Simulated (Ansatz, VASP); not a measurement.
## CdTe in VASP and in Ansatz

```
Cd Te
1.0
     0.00000    3.30888    3.30888
     3.30888    0.00000    3.30888
     3.30888    3.30888    0.00000
Cd Te
1 1
Direct
  0.00000 0.00000 0.00000
  0.75000 0.75000 0.75000
```

Alike in both runs: functional PBE; k mesh 10 × 10 × 10; occupations gaussian, width 0.02 eV; no spin polarisation.

Ansatz relaxed the structure, and its values are those at the end. VASP's run is a single point on that final structure, the one shown.

|  | VASP | Ansatz |
| --- | --- | --- |
| version | VASP 6.6.1 | Ansatz 0.2.0 |
| potentials or method | VASP PAW PBE potentials, release 64 (Cd, Te), cutoff 520 eV | scalar-relativistic, plane waves, PAW |
| valence electrons in the cell | 18 | 36 |

VASP gave:

```
gap on the k mesh at the Fermi level (eV) : 0.58
least direct gap on the mesh (eV)         : 0.58
pressure (GPa)                            : 0.1
```

Task: Estimate Ansatz's values.

Result: gap on the k mesh at the Fermi level (eV): 0.58; least direct gap on the mesh (eV): 0.58; pressure (GPa): 0.0.

The functional is the same, so the differences come from potentials, cutoffs and numerics. VASP's potentials hold 18 valence electrons a cell and Ansatz's 36, so a difference there can come from the potentials and not from the codes.

Spin-orbit coupling is off throughout.
